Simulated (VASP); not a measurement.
Here is a VASP 6.6.1 calculation.

Contents of INCAR:

```
PREC     = Accurate       # precision mode
ENCUT    = 520            # plane-wave cutoff, eV
EDIFF    = 1E-6           # SCF threshold, eV
ISMEAR   = 0              # smearing method
SIGMA    = 0.15           # smearing width, eV
LREAL    = F              # projectors in reciprocal space
LASPH    = T              # aspherical terms in the spheres
NELM     = 60             # most SCF steps
ALGO     = Normal         # electronic algorithm
ISIF     = 2              # what is computed and relaxed
LWAVE    = F              # write WAVECAR
LCHARG   = F              # write CHGCAR
GGA      = PS             # functional
NBANDS   = 37             # bands
```

File KPOINTS:

```
regular mesh
0
Gamma
  10 10 10
```

POSCAR

```
Ta4C3
1.0
    4.4026021986      0.0000000000      0.0000000000
    0.0000000000      4.4026021986      0.0000000000
    0.0000000000      0.0000000000      4.4026021986
Ta C
4 3
Direct
    0.0000000000      0.5000000000      0.5000000000
    0.5000000000      0.0000000000      0.5000000000
    0.5000000000      0.5000000000      0.0000000000
   -0.1135691978      0.0000000000      0.0000000000
    0.5000000000      0.0000000000      0.0000000000
    0.0000000000      0.5000000000      0.0000000000
    0.0000000000      0.0000000000      0.5000000000
```

Potentials or basis: VASP PAW PBE potentials, release 64 (Ta_pv, C).

Run with:

```bash
$ cat potpaw_PBE.64/Ta_pv/POTCAR potpaw_PBE.64/C/POTCAR > POTCAR
$ mpirun -np 1 vasp_std > vasp.out
```

Task: Estimate the largest force.

Result: 17.756 eV/Å.

Task: Predict the pressure.

Result: 19.0 GPa.

Task: What does it give for the band gap on the k mesh?

Result: Zero (bands 28 and 29 overlap by 0.90 eV).

Stress tensor (GPa, compression positive):
```
45.08  0.00  0.00
 0.00  5.95  0.00
 0.00  0.00  5.95
```

Caveat: the cell differs from its parent crystal (atom 4 (Ta) moved +0.500 Å towards its neighbour atom 5 (C) at 2.201 Å); the cell stands under pressure; the PAW data sets were made with another functional, which shifts forces and pressure a little; spin-orbit coupling is left out, which moves the levels of the heavy elements.
